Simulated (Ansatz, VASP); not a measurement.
CaS: VASP beside Ansatz

```
Ca S
1.0
     0.00000    2.84795    2.84795
     2.84795    0.00000    2.84795
     2.84795    2.84795    0.00000
Ca S
1 1
Direct
  0.00000 0.00000 0.00000
  0.50000 0.50000 0.50000
```

Alike in both runs: task single point; functional r2SCAN; k mesh 8 × 8 × 8; no spin polarisation.

|  | VASP | Ansatz |
| --- | --- | --- |
| version | VASP 6.6.1 | Ansatz 0.2.0 |
| potentials or method | VASP PAW PBE potentials, release 64 (Ca_sv, S) | plane waves, PAW |
| plane-wave cutoff (eV) | 550 | 500 |
| occupations | gaussian, width 0.01 eV | fixed |
| valence electrons in the cell | 16 | 16 |

Ansatz gave:

```
gap on the k mesh at the Fermi level (eV) : 2.80
pressure (GPa)                            : 0.0
```

Problem. What did VASP give for the same quantities?

Solution. gap on the k mesh at the Fermi level (eV): 2.80; pressure (GPa): 0.3.

VASP's potentials were made for PBE, not for r2SCAN.
